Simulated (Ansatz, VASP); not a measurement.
**Sr in VASP and in Ansatz**

```
CELL_PARAMETERS angstrom
3.84911 0.00000 0.00000
0.00000 3.84911 0.00000
0.00000 0.00000 3.84911
ATOMIC_POSITIONS crystal
Sr 0.00000 0.00000 0.00000
```

Alike in both runs: functional PBE; k mesh 10 × 10 × 10; occupations fermi-dirac, width 0.05 eV; no spin polarisation.

Ansatz relaxed the structure, and its values are those at the end. VASP's run is a single point on that final structure, the one shown.

|  | VASP | Ansatz |
| --- | --- | --- |
| version | VASP 6.6.1 | Ansatz 0.2.0 |
| potentials or method | VASP PAW PBE potentials, release 64 (Sr_sv) | PAW with Ansatz's default frozen-core files, scalar-relativistic |
| plane-wave cutoff (eV) | 520 | 420 |
| valence electrons in the cell | 10 | 10 |

```tsv
	VASP	Ansatz	Ansatz less VASP
pressure (GPa)	0.0	0.0	0.00
```
